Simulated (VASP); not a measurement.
# Mo (I4/mmm) in VASP: further runs, part 2 of 2

VASP 6.6.1.

## Step 4: Single point, PBE (strain +0.040 along x and y, -0.040 along z)

Input file INCAR:

```
SYSTEM = Mo
PREC     = Accurate       ! precision mode
ENCUT    = 520            ! plane-wave cutoff, eV
EDIFF    = 1E-6           ! SCF threshold, eV
ISMEAR   = 0              ! smearing method
SIGMA    = 0.15           ! smearing width, eV
LREAL    = .False.        ! projectors in reciprocal space
LASPH    = .True.         ! aspherical terms in the spheres
NELM     = 100            ! most SCF steps
ALGO     = Fast           ! electronic algorithm
ISIF     = 2              ! what is computed and relaxed
LWAVE    = .False.        ! write WAVECAR
LCHARG   = .False.        ! write CHGCAR
GGA      = PE             ! functional
NBANDS   = 13             ! bands
```

Input file KPOINTS:

```
Automatic mesh
0
Gamma
  22 22 22
  0 0 0
```

Input file POSCAR:

```
Mo
1.0
   -1.6338400000      1.6338400000      1.5081600000
    1.6338400000     -1.6338400000      1.5081600000
    1.6338400000      1.6338400000     -1.5081600000
Mo
1
Direct
    0.0000000000      0.0000000000      0.0000000000
```

Potentials or basis: VASP PAW PBE potentials, release 64 (Mo_sv).

Started as:

```bash
$ cat potpaw_PBE.64/Mo_sv/POTCAR > POTCAR
$ mpirun -np 1 vasp_std > vasp.out
```

OUTCAR:

```text
SYSTEM = Mo
   PREC = Accurate
   ENCUT = 520
   EDIFF = 1E-6
   ISMEAR = 0
   LREAL = .False.
   LASPH = .True.
   NELM = 100
   ISIF = 2
   GGA = PE

 ion  position               nearest neighbor table
   1  0.000  0.000  0.000-

  LATTYP: Found a body centered tetragonal cell.
 ALAT       =     3.2676800000
 C/A-ratio  =     0.9230769231

  Lattice vectors:

 A1 = (  -1.6338400000,   1.6338400000,   1.5081600000)
 A2 = (   1.6338400000,  -1.6338400000,   1.5081600000)
 A3 = (   1.6338400000,   1.6338400000,  -1.5081600000)

Analysis of symmetry for initial positions (statically):
=====================================================================
 Subroutine PRICEL returns:
 Original cell was already a primitive cell.

 Routine SETGRP: Setting up the symmetry group for a
 body centered tetragonal supercell.

 Subroutine GETGRP returns: Found 16 space group operations
 (whereof 16 operations were pure point group operations)
 out of a pool of 16 trial point group operations.

The static configuration has the point symmetry D_4h.

Analysis of symmetry for dynamics (positions and initial velocities):
=====================================================================
 Subroutine PRICEL returns:
 Original cell was already a primitive cell.

 Routine SETGRP: Setting up the symmetry group for a
 body centered tetragonal supercell.

 Subroutine GETGRP returns: Found 16 space group operations
 (whereof 16 operations were pure point group operations)
 out of a pool of 16 trial point group operations.

The dynamic configuration has the point symmetry D_4h.

 Subroutine INISYM returns: Found 16 space group operations
 (whereof 16 operations are pure point group operations),
 and found     1 'primitive' translations

----------------------------------------------------------------------------------------

                                     Primitive cell

  volume of cell :      16.1037

  direct lattice vectors                    reciprocal lattice vectors
    -1.633840000  1.633840000  1.508160000     0.000000000  0.306027518  0.331529811
[... 114 lines left out ...]
   LRPA    =     F    only Hartree local field effects (RPA)
 non-spin polarized calculation
 RMM-DIIS sequential band-by-band and
 Gauss-broadening in eV      SIGMA  =   0.15
  energy-cutoff  :      520.00
  volume of cell :       16.10
 maximum number of plane-waves:       446
 NGX is ok and might be reduce to    24
   NGX = 11   NGY = 11   NGZ = 11

 number of electron      14.0000001 magnetization

 Free energy of the ion-electron system (eV)
  ---------------------------------------------------
  ext. energy  EPLUGINS =         0.00000000
  ---------------------------------------------------
  free energy    TOTEN  =       -10.87253205 eV

  energy without entropy =      -10.86449329  energy(sigma->0) =      -10.86851267

 E-fermi :  12.1119     XC(G=0): -13.2208

 val. band max:       12.1115506473   @ k =  -0.2273   0.2727   0.2273
 cond. band min:      12.1122562911   @ k =  -0.4091   0.4091   0.2273
 fundamental gap:      0.0007056437
 Fermi energy:        12.1119221721

 k-point     1 :       0.0000    0.0000    0.0000
  band No.  band energies     occupation
      1     -49.1477      2.00000
      2     -22.4953      2.00000
      3     -22.4953      2.00000
      4     -22.4478      2.00000
      5       4.9878      2.00000
      6      10.2523      2.00000
      7      11.1849      2.00000
      8      11.1849      2.00000
      9      13.0738      0.00000
     10      14.2549      0.00000
     11      26.4599      0.00000
     12      26.4599      0.00000
     13      28.0371      0.00000
[... 354 lines left out ...]
  band No.  band energies     occupation
      1     -48.9149      2.00000
      2     -23.6818      2.00000
      3     -22.9075      2.00000
      4     -22.5348      2.00000
      5       7.0871      2.00000
      6       8.6861      2.00000
      7      13.0076      0.00000
      8      13.7557      0.00000
      9      14.8293      0.00000
     10      16.4000      0.00000
     11      23.9083      0.00000
     12      24.7099      0.00000
     13      28.9860      0.00000

 [... further k-points ...]

------------------------ aborting loop because EDIFF is reached ----------------------------------------

  FORCE on cell =-STRESS in cart. coord.  units (eV):
  Direction    XX          YY          ZZ          XY          YZ          ZX
  --------------------------------------------------------------------------------------
  -------------------------------------------------------------------------------------
  Total       -1.1164919     -1.1164919      1.1544283      0.0000000      0.0000000      0.0000000
  in kB     -111.0809845   -111.0809845    114.8553133      0.0000000      0.0000000      0.0000000
  external PRESSURE =     -35.7688853 kB  Pullay stress =       0.0000000 kB

 VOLUME and BASIS-vectors are now :
 -----------------------------------------------------------------------------
  energy-cutoff  :      520.00
  volume of cell :       16.10
      direct lattice vectors                 reciprocal lattice vectors
    -1.633840000  1.633840000  1.508160000     0.000000000  0.306027518  0.331529811
     1.633840000 -1.633840000  1.508160000     0.306027518  0.000000000  0.331529811
     1.633840000  1.633840000 -1.508160000     0.306027518  0.306027518  0.000000000

 POSITION                                       TOTAL-FORCE (eV/Angst)
 -----------------------------------------------------------------------------------
      0.00000      0.00000      0.00000         0.000000     -0.000000      0.000000
 -----------------------------------------------------------------------------------
    total drift:                                0.000000      0.000000      0.000000

  FREE ENERGIE OF THE ION-ELECTRON SYSTEM (eV)
  ---------------------------------------------------
  free  energy   TOTEN  =       -10.8725320520 eV

  energy  without entropy=      -10.8644932859  energy(sigma->0) =      -10.86851267
```

OSZICAR:

```text
N       E                     dE             d eps       ncg     rms          rms(c)
DAV:   1     0.925888586000E+02    0.92589E+02   -0.80445E+03 21840   0.110E+03
DAV:   2    -0.103640589335E+02   -0.10295E+03   -0.99171E+02 25014   0.310E+02
DAV:   3    -0.115485589915E+02   -0.11845E+01   -0.11814E+01 24169   0.332E+01
DAV:   4    -0.115512790664E+02   -0.27201E-02   -0.27200E-02 24459   0.194E+00
DAV:   5    -0.115512972828E+02   -0.18216E-04   -0.18216E-04 24659   0.140E-01    0.137E+01
RMM:   6    -0.109520767264E+02    0.59922E+00   -0.72476E-01 21746   0.791E+00    0.384E+00
RMM:   7    -0.108753625032E+02    0.76714E-01   -0.20216E-01 22313   0.410E+00    0.113E+00
RMM:   8    -0.108727949993E+02    0.25675E-02   -0.10791E-02 24104   0.114E+00    0.155E-01
RMM:   9    -0.108725428537E+02    0.25215E-03   -0.11827E-03 24412   0.359E-01    0.415E-02
RMM:  10    -0.108725335577E+02    0.92959E-05   -0.20525E-04 25017   0.154E-01    0.266E-02
RMM:  11    -0.108725327758E+02    0.78193E-06   -0.16126E-05 24617   0.508E-02    0.298E-03
RMM:  12    -0.108725320520E+02    0.72378E-06   -0.33052E-06 19852   0.218E-02
   1 F= -.10872532E+02 E0= -.10868513E+02  d E =-.803877E-02
```

Run time: 48 s. Hardware: 1 thread of Intel Xeon 6975P-C (Granite Rapids), shared host; peak memory 0.28 GiB.

What came out:

- Free energy: -10.8725 eV
- Pressure: -3.6 GPa
- Band gap on the k mesh: zero (bands 7 and 8 overlap by 4.90 eV)

Caveat: the cell differs from its parent crystal (strain +0.040 along x and y, -0.040 along z); the cell stands under tension.

## Step 5: Single point, PBE (strain +0.080 along x and y, -0.080 along z)

Input file INCAR:

```
PREC = Accurate
ENCUT = 520
EDIFF = 1E-6
ISMEAR = 0
SIGMA = 0.15
LREAL = F
LASPH = T
NELM = 60
ALGO = Fast
ISIF = 2
LWAVE = F
LCHARG = F
GGA = PE
NBANDS = 13
```

Input file KPOINTS:

```
Automatic mesh
0
Gamma
  22 22 22
```

Input file POSCAR:

```
Mo
1.0
   -1.6966800000      1.6966800000      1.4453200000
    1.6966800000     -1.6966800000      1.4453200000
    1.6966800000      1.6966800000     -1.4453200000
Mo
1
Direct
    0.0000000000      0.0000000000      0.0000000000
```

Potentials or basis: VASP PAW PBE potentials, release 64 (Mo_sv).

Started as:

```bash
$ cat potpaw_PBE.64/Mo_sv/POTCAR > POTCAR
$ mpirun -np 1 vasp_std > vasp.out
```

OUTCAR:

```text
PREC = Accurate
   ENCUT = 520
   EDIFF = 1E-6
   ISMEAR = 0
   LREAL = F
   LASPH = T
   NELM = 60
   ISIF = 2
   GGA = PE

 ion  position               nearest neighbor table
   1  0.000  0.000  0.000-

  LATTYP: Found a body centered tetragonal cell.
 ALAT       =     3.3933600000
 C/A-ratio  =     0.8518518519

  Lattice vectors:

 A1 = (  -1.6966800000,   1.6966800000,   1.4453200000)
 A2 = (   1.6966800000,  -1.6966800000,   1.4453200000)
[... 565 lines left out ...]
     13      27.3840      0.00000

 [... further k-points ...]

------------------------ aborting loop because EDIFF is reached ----------------------------------------

  FORCE on cell =-STRESS in cart. coord.  units (eV):
  Direction    XX          YY          ZZ          XY          YZ          ZX
  --------------------------------------------------------------------------------------
  -------------------------------------------------------------------------------------
  Total       -1.9742369     -1.9742369      1.1817232      0.0000000      0.0000000      0.0000000
  in kB     -190.0579132   -190.0579132    113.7633763      0.0000000      0.0000000      0.0000000
  external PRESSURE =     -88.7841501 kB  Pullay stress =       0.0000000 kB

 VOLUME and BASIS-vectors are now :
 -----------------------------------------------------------------------------
  energy-cutoff  :      520.00
  volume of cell :       16.64
      direct lattice vectors                 reciprocal lattice vectors
    -1.696680000  1.696680000  1.445320000     0.000000000  0.294693165  0.345944151
     1.696680000 -1.696680000  1.445320000     0.294693165  0.000000000  0.345944151
     1.696680000  1.696680000 -1.445320000     0.294693165  0.294693165  0.000000000

 POSITION                                       TOTAL-FORCE (eV/Angst)
 -----------------------------------------------------------------------------------
      0.00000      0.00000      0.00000        -0.000000      0.000000     -0.000000
 -----------------------------------------------------------------------------------
    total drift:                                0.000000      0.000000      0.000000

  FREE ENERGIE OF THE ION-ELECTRON SYSTEM (eV)
  ---------------------------------------------------
  free  energy   TOTEN  =       -10.6949523697 eV

  energy  without entropy=      -10.6847749590  energy(sigma->0) =      -10.68986366
```

OSZICAR:

```text
N       E                     dE             d eps       ncg     rms          rms(c)
DAV:   1     0.920862246770E+02    0.92086E+02   -0.80254E+03 21894   0.110E+03
DAV:   2    -0.101953896767E+02   -0.10228E+03   -0.98511E+02 24944   0.308E+02
DAV:   3    -0.113730689762E+02   -0.11777E+01   -0.11739E+01 24314   0.329E+01
DAV:   4    -0.113758471712E+02   -0.27782E-02   -0.27781E-02 24284   0.195E+00
DAV:   5    -0.113758663834E+02   -0.19212E-04   -0.19211E-04 24629   0.144E-01    0.127E+01
RMM:   6    -0.107708811498E+02    0.60499E+00   -0.74932E-01 21723   0.798E+00    0.342E+00
RMM:   7    -0.106978194212E+02    0.73062E-01   -0.19496E-01 22404   0.399E+00    0.110E+00
RMM:   8    -0.106951472830E+02    0.26721E-02   -0.10499E-02 24243   0.113E+00    0.136E-01
RMM:   9    -0.106949580746E+02    0.18921E-03   -0.12362E-03 24466   0.371E-01    0.509E-02
RMM:  10    -0.106949534148E+02    0.46598E-05   -0.17434E-04 24975   0.146E-01    0.195E-02
RMM:  11    -0.106949534228E+02   -0.80258E-08   -0.12734E-05 24613   0.413E-02    0.717E-03
RMM:  12    -0.106949521631E+02    0.12597E-05   -0.37592E-06 19440   0.208E-02    0.977E-04
RMM:  13    -0.106949523697E+02   -0.20658E-06   -0.40799E-07 14180   0.760E-03
   1 F= -.10694952E+02 E0= -.10689864E+02  d E =-.101774E-01
```

It took 52 s on 1 thread of Intel Xeon 6975P-C (Granite Rapids), shared host; peak memory 0.28 GiB.

Results:

- Free energy: -10.6950 eV
- Pressure: -8.9 GPa
- Band gap on the k mesh: zero (bands 7 and 8 overlap by 4.99 eV)

Stress tensor (GPa, compression positive):
```
-19.01   0.00   0.00
  0.00 -19.01   0.00
  0.00   0.00  11.38
```

Levels at points of the mesh, in eV from the Fermi level:
```csv
k point,band 4,band 5,band 6,band 7,band 8,band 9,band 10,band 11
"(0.00, 0.00, 0.00)",-34.42,-6.90,-2.17,-0.28,-0.28,0.28,2.55,14.06
"(0.50, 0.00, 0.00)",-34.64,-4.88,-3.49,1.45,2.07,3.55,4.28,11.45
"(0.50, 0.50, 0.00)",-34.52,-4.74,-1.55,0.14,0.76,1.57,4.25,9.91
"(0.50, 0.50, 0.50)",-34.97,-5.02,-4.68,3.69,3.69,4.11,7.36,7.36
```

Caveat: the cell differs from its parent crystal (strain +0.080 along x and y, -0.080 along z); the cell stands under tension.

## Step 6: Single point, PBE (strain +0.000 along x and y, +0.080 along z)

INCAR is that of step 5.

KPOINTS is that of step 5.

Input file POSCAR:

```
Mo
1.0
   -1.5710000000      1.5710000000      1.6966800000
    1.5710000000     -1.5710000000      1.6966800000
    1.5710000000      1.5710000000     -1.6966800000
Mo
1
Direct
    0.0000000000      0.0000000000      0.0000000000
```

Potentials or basis: VASP PAW PBE potentials, release 64 (Mo_sv).

Started as:

```bash
$ cat potpaw_PBE.64/Mo_sv/POTCAR > POTCAR
$ mpirun -np 1 vasp_std > vasp.out
```

OUTCAR:

```text
PREC = Accurate
   ENCUT = 520
   EDIFF = 1E-6
   ISMEAR = 0
   LREAL = F
   LASPH = T
   NELM = 60
   ISIF = 2
   GGA = PE

 ion  position               nearest neighbor table
   1  0.000  0.000  0.000-

  LATTYP: Found a body centered tetragonal cell.
 ALAT       =     3.1420000000
 C/A-ratio  =     1.0800000000

  Lattice vectors:

 A1 = (  -1.5710000000,   1.5710000000,   1.6966800000)
 A2 = (   1.5710000000,  -1.5710000000,   1.6966800000)
[... 565 lines left out ...]
     13      28.9613      0.00000

 [... further k-points ...]

------------------------ aborting loop because EDIFF is reached ----------------------------------------

  FORCE on cell =-STRESS in cart. coord.  units (eV):
  Direction    XX          YY          ZZ          XY          YZ          ZX
  --------------------------------------------------------------------------------------
  -------------------------------------------------------------------------------------
  Total       -0.6630754     -0.6630754     -2.5579858      0.0000000      0.0000000      0.0000000
  in kB      -63.4251032    -63.4251032   -244.6788362      0.0000000      0.0000000      0.0000000
  external PRESSURE =    -123.8430142 kB  Pullay stress =       0.0000000 kB

 VOLUME and BASIS-vectors are now :
 -----------------------------------------------------------------------------
  energy-cutoff  :      520.00
  volume of cell :       16.75
      direct lattice vectors                 reciprocal lattice vectors
    -1.571000000  1.571000000  1.696680000     0.000000000  0.318268619  0.294693165
     1.571000000 -1.571000000  1.696680000     0.318268619  0.000000000  0.294693165
     1.571000000  1.571000000 -1.696680000     0.318268619  0.318268619  0.000000000

 POSITION                                       TOTAL-FORCE (eV/Angst)
 -----------------------------------------------------------------------------------
      0.00000      0.00000      0.00000        -0.000000      0.000000      0.000000
 -----------------------------------------------------------------------------------
    total drift:                                0.000000      0.000000     -0.000000

  FREE ENERGIE OF THE ION-ELECTRON SYSTEM (eV)
  ---------------------------------------------------
  free  energy   TOTEN  =       -10.8476852583 eV

  energy  without entropy=      -10.8397792099  energy(sigma->0) =      -10.84373223
```

stdout:

```text
POSCAR found type information on POSCAR Mo
 POSCAR found :  1 types and       1 ions
 scaLAPACK will be used
 LDA part: xc-table for (Slater+PW92), standard interpolation
 POSCAR, INCAR and KPOINTS ok, starting setup
 FFT: planning ... GRIDC
 FFT: planning ... GRID_SOFT
 FFT: planning ... GRID
 WAVECAR not read
 entering main loop
```

Wall time 48 s (1 thread of Intel Xeon 6975P-C (Granite Rapids), shared host); peak memory 0.27 GiB.

Results:

```yaml
Free_energy: -10.8477 eV
Pressure: -12.4 GPa
Band_gap_on_the_k_mesh: zero (bands 7 and 8 overlap by 4.37 eV)
```

Caveat: the cell differs from its parent crystal (strain +0.000 along x and y, +0.080 along z); the cell stands under tension.

## Step 7: Overview

```tsv
cell	further INCAR settings	gap on the mesh (eV)	pressure (GPa)
a = 2.725 Å, angles 112.8, 112.8, 103.0°, 1 atom	ALGO = Fast; EDIFF = 1e-07; NBANDS = 13	none	8.4
a = 2.725 Å, angles 106.3, 106.3, 115.9°, 1 atom	ALGO = Fast; EDIFF = 1e-06; NBANDS = 13	none	8.7
a = 2.759 Å, angles 107.4, 107.4, 113.7°, 1 atom	ALGO = Fast; EDIFF = 1e-06; NBANDS = 13	none	-3.6
a = 2.801 Å, angles 105.4, 105.4, 117.9°, 1 atom	ALGO = Fast; EDIFF = 1e-06; NBANDS = 13	none	-8.9
a = 2.795 Å, angles 111.6, 111.6, 105.3°, 1 atom	ALGO = Fast; EDIFF = 1e-06; NBANDS = 13	none	-12.4
```

Alike in all rows: task single point; level PBE; potentials or basis VASP PAW PBE potentials, release 64 (Mo_sv); no spin polarisation; k mesh 22 × 22 × 22; cutoff (eV) 520; smearing gaussian 0.15 eV.

Caveats: the cell stands under tension (at least some runs); the cell stands under pressure (at least some runs).

Total energies depend on the potentials used, so only differences within one code and one set of settings carry meaning.
